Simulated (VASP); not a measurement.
Here is a VASP 6.6.1 calculation.

POSCAR

```
KCl
1.0
    3.1759371816      3.1759371816      0.0000000000
   -3.1759371816      3.1759371816      0.0000000000
    0.0000000000      0.0000000000      6.3518743631
K Cl
2 2
Direct
    0.0000000000      0.0000000000      0.0000000000
    0.5000000000      0.5000000000      0.5000000000
    0.5000000000      0.5000000000      0.0000000000
    0.0000000000      0.0000000000      0.5000000000
```

The input INCAR.step1:

```
PREC = Accurate ; ENCUT = 520
ISMEAR = 0 ; SIGMA = 0.02
LREAL = F ; LASPH = T
NELM = 80 ; NBANDS = 24
GGA = PE ; ALGO = Normal
EDIFF = 1E-4 ; LWAVE = T
LCHARG = F
```

File INCAR.step2:

```
PREC = Accurate ; ENCUT = 520
EDIFF = 1E-6 ; ISMEAR = 0
SIGMA = 0.02 ; LREAL = F
LASPH = T ; NELM = 80
ALGO = Normal ; ISIF = 2
LWAVE = F ; LCHARG = F
METAGGA = R2SCAN ; LMIXTAU = T
NBANDS = 24 ; ISTART = 1
```

The input KPOINTS:

```
regular mesh
0
Gamma
  6 6 4
```

Potentials or basis: VASP PAW PBE potentials, release 64 (K_sv, Cl).

The run is started by

```bash
$ cat potpaw_PBE.64/K_sv/POTCAR potpaw_PBE.64/Cl/POTCAR > POTCAR
$ cp INCAR.step1 INCAR
$ mpirun -np 1 vasp_std > vasp.out
$ cp INCAR.step2 INCAR
$ mpirun -np 1 vasp_std > vasp.out
```

Task: Predict the pressure.

Result: -0.5 GPa.

Task: What does it give for the band gap on the k mesh?

Result: 5.73 eV.

Caveat: the cell differs from its parent crystal (equal strain along all axes, cell held: +1.0 %); the PAW data sets were made with another functional, which shifts forces and pressure a little. A k mesh can miss the band edges.
